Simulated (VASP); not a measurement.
Input of a VASP 6.6.1 run:

Contents of INCAR:

```
SYSTEM = Sb
PREC = Accurate
ENCUT = 520
EDIFF = 1E-6
ISMEAR = -1
SIGMA = 0.1
LREAL = .FALSE.
LASPH = .TRUE.
NELM = 60
ALGO = Normal
ISIF = 2
LWAVE = .FALSE.
LCHARG = .FALSE.
NBANDS = 8
```

File KPOINTS:

```
regular mesh
0
G
  13 13 13
  0 0 0
```

The input POSCAR:

```
Sb
1.0
   -1.9029496591      1.9029496591      1.9029496591
    1.9029496591     -1.9029496591      1.9029496591
    1.9029496591      1.9029496591     -1.9029496591
Sb
1
Direct
    0.0000000000      0.0000000000      0.0000000000
```

Potentials or basis: VASP PAW LDA potentials, release 64 (Sb).

Command:

```console
$ cat potpaw_LDA.64/Sb/POTCAR > POTCAR
$ mpirun -np 1 vasp_std > vasp.out
```

(1) What does it give for the pressure?

## Answers

(1) -4.7 GPa.
